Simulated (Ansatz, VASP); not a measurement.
# One calculation of Ir, two programs

```
CELL_PARAMETERS angstrom
0.00000 1.91809 1.91809
1.91809 0.00000 1.91809
1.91809 1.91809 0.00000
ATOMIC_POSITIONS crystal
Ir 0.00000 0.00000 0.00000
```

Alike in both runs: functional PBEsol; k mesh 8 × 8 × 8; occupations gaussian, width 0.1 eV; no spin polarisation.

Ansatz relaxed the structure, and its values are those at the end. VASP's run is a single point on that final structure, the one shown.

```csv
,VASP,Ansatz
version,VASP 6.6.1,Ansatz 0.2.0
potentials or method,"VASP PAW PBE potentials, release 64 (Ir_sv_GW), cutoff 500 eV","scalar-relativistic, plane waves, PAW"
valence electrons in the cell,17,17
```

|  | VASP | Ansatz | Ansatz less VASP |
| --- | --- | --- | --- |
| gap on the k mesh at the Fermi level (eV) | none | none | - |
| pressure (GPa) | -3.6 | -0.3 | +3.27 |

VASP's potentials were made for PBE, not for PBEsol. A gap of «none» marks a metal or a gap that the smearing closes.

Neither program's run includes spin-orbit coupling.
